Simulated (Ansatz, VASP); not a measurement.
Two plane-wave programs on GaN

The input INCAR:

```
SYSTEM = GaN
PREC     = Accurate       ! precision mode
ENCUT    = 600            ! plane-wave cutoff, eV
EDIFF    = 1E-6           ! SCF threshold, eV
ISMEAR   = 0              ! smearing method
SIGMA    = 0.01           ! smearing width, eV
LREAL    = .False.        ! projectors in reciprocal space
LASPH    = .True.         ! aspherical terms in the spheres
NELM     = 120            ! most SCF steps
ALGO     = Normal         ! electronic algorithm
ISIF     = 2              ! what is computed and relaxed
LWAVE    = .False.        ! write WAVECAR
LCHARG   = .False.        ! write CHGCAR
GGA      = PE             ! functional
NBANDS   = 16             ! bands
GGA_COMPAT= .False.
```

Contents of KPOINTS:

```
Automatic mesh
0
Gamma
  5 5 5
  0 0 0
```

The input POSCAR:

```
GaN
1.0
    0.0000000000      2.2535000000      2.2535000000
    2.2535000000      0.0000000000      2.2535000000
    2.2535000000      2.2535000000      0.0000000000
Ga N
1 1
Direct
   -0.0000002301      0.0009305561      0.0013891074
    0.7500011548      0.7453678706      0.7430852653
```

Input for Ansatz:

```yaml
crystal:
  lattice:
    - [0.0, 2.2535, 2.2535]
    - [2.2535, 0.0, 2.2535]
    - [2.2535, 2.2535, 0.0]
  atoms:
    - { symbol: Ga, position: [-2.3006398429719912e-07, 0.0009305561132148767, 0.0013891073812007447] }
    - { symbol: "N", position: [0.7500011548385999, 0.7453678705767163, 0.7430852652995681] }
basis:
  ecutwfc: 557.833418042754
kpoints:
  mp_grid:
    grid: [5, 5, 5]
hamiltonian:
  xc: pbe
  pseudopotentials:
    kind: paw
scf:
  occupations:
    method: fixed
output:
  forces: true
```

Alike in both runs: task single point; functional PBE; k mesh 5 × 5 × 5; no spin polarisation.

|  | VASP | Ansatz |
| --- | --- | --- |
| version | VASP 6.6.1 | Ansatz 0.2.0 |
| potentials or method | VASP PAW PBE potentials, release 64 (Ga_d, N), cutoff 600 eV | plane waves, PAW |
| occupations | gaussian, width 0.01 eV | fixed |
| valence electrons in the cell | 18 | 18 |

Ansatz gave:

```
rms of the force components (eV/Å) : 0.260
```

What did VASP give for the same quantities?

rms of the force components (eV/Å): 0.256.

Atom by atom the forces differ by 0.004 eV/Å (rms over components).

The k mesh is coarse, so the values compare programs but aren't converged.
